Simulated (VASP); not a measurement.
Set up this calculation in VASP 6.6.1, as the native input.

```
Task                   : single point
Functional             : LDA
Potentials or basis    : VASP PAW LDA potentials, release 64 (Nb_sv)
Cutoff                 : 520 eV
k mesh                 : 22 × 22 × 22
Occupations            : fermi-dirac, width 0.1 eV
Spin                   : no spin polarisation
Dipole correction      : no
Further INCAR settings : ALGO = Normal; EDIFF = 1e-06; NBANDS = 12
```

The structure of Nb lies in POSCAR:

```
Nb
1.0
   -1.6231103068      1.6231103068      1.6231103068
    1.6231103068     -1.6231103068      1.6231103068
    1.6231103068      1.6231103068     -1.6231103068
Nb
1
Direct
    0.0000000000      0.0000000000      0.0000000000
```

The input as run:

INCAR

```
SYSTEM = Nb
  PREC = Accurate
  ENCUT = 520
  EDIFF = 1E-6
  ISMEAR = -1
  SIGMA = 0.1
  LREAL = .False.
  LASPH = .True.
  NELM = 60
  ALGO = Normal
  ISIF = 2
  LWAVE = .False.
  LCHARG = .False.
  GGA = CA
  NBANDS = 12
```

KPOINTS

```
Automatic mesh
0
Gamma
  22 22 22
  0 0 0
```

Potentials or basis: VASP PAW LDA potentials, release 64 (Nb_sv).

Command:

```sh
$ cat potpaw_LDA.64/Nb_sv/POTCAR > POTCAR
$ mpirun -np 1 vasp_std > vasp.out
```

It gave:

The pressure is 0.3 GPa.

It took 41 s on 1 thread of Intel Xeon 6975P-C, on a shared host, peak memory 0.18 GiB.
